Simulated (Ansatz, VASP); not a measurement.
Two plane-wave programs on GaN

The input INCAR:

```
SYSTEM = GaN
  PREC = Accurate
  ENCUT = 520
  EDIFF = 1E-6
  ISMEAR = 0
  SIGMA = 0.05
  LREAL = .FALSE.
  LASPH = .TRUE.
  NELM = 100
  ALGO = Normal
  ISIF = 2
  LWAVE = .FALSE.
  LCHARG = .TRUE.
  GGA = PE
  LELF = .TRUE.
  LVHAR = .TRUE.
  NBANDS = 26
```

The input KPOINTS:

```
regular mesh
0
G
  12 12 6
  0 0 0
```

The input POSCAR:

```
GaN
1.0
    3.2184289164      0.0000000000      0.0000000000
   -1.6092144582      2.7872412019      0.0000000000
    0.0000000000      0.0000000000      5.2430304702
Ga N
2 2
Direct
    0.3333333333      0.6666666667      0.9991316875
    0.6666666667      0.3333333333      0.4991316875
    0.3536653434      0.6768326717      0.3721090242
    0.6666666667      0.3333333333      0.8758683125
```

Input for Ansatz:

```yaml
crystal:
  lattice:
    - [3.2184289164, 0.0, 0.0]
    - [-1.6092144582, 2.7872412019, 0.0]
    - [0.0, 0.0, 5.2430304702]
  atoms:
    - { symbol: Ga, position: [0.3333333333, 0.6666666667, 0.9991316875] }
    - { symbol: Ga, position: [0.6666666667, 0.3333333333, 0.4991316875] }
    - { symbol: "N", position: [0.3536653434, 0.6768326717, 0.3721090242] }
    - { symbol: "N", position: [0.6666666667, 0.3333333333, 0.8758683125] }
basis:
  ecutwfc: 420
kpoints:
  mp_grid: { grid: [12, 12, 6] }
hamiltonian:
  xc: pbe
scf:
  occupations: { method: gaussian, width: 0.05 }
output:
  forces: true
  stress: true
  eigenvalues: true
```

Alike in both runs: task single point; functional PBE; k mesh 12 × 12 × 6; occupations gaussian, width 0.05 eV; no spin polarisation.

|  | VASP | Ansatz |
| --- | --- | --- |
| version | VASP 6.6.1 | Ansatz 0.2.0 |
| potentials or method | VASP PAW PBE potentials, release 64 (Ga_d, N), cutoff 520 eV | scalar-relativistic, plane waves, PAW |
| valence electrons in the cell | 36 | 36 |

Ansatz gave:

```
gap on the k mesh at the Fermi level (eV)                     : 1.66
least direct gap on the mesh (eV)                             : 1.66
pressure (GPa)                                                : 0.2
traceless stress, the component that is largest in VASP (GPa) : -1.25
rms of the force components (eV/Å)                            : 0.252
```

Question: Estimate VASP's values.

Answer: gap on the k mesh at the Fermi level (eV): 1.66; least direct gap on the mesh (eV): 1.66; pressure (GPa): 0.3; traceless stress, the component that is largest in VASP (GPa): -1.23; rms of the force components (eV/Å): 0.249.

Atom by atom the forces differ by 0.003 eV/Å (rms over components). With one functional, cell and mesh, what is left measures potentials, basis and numerics.
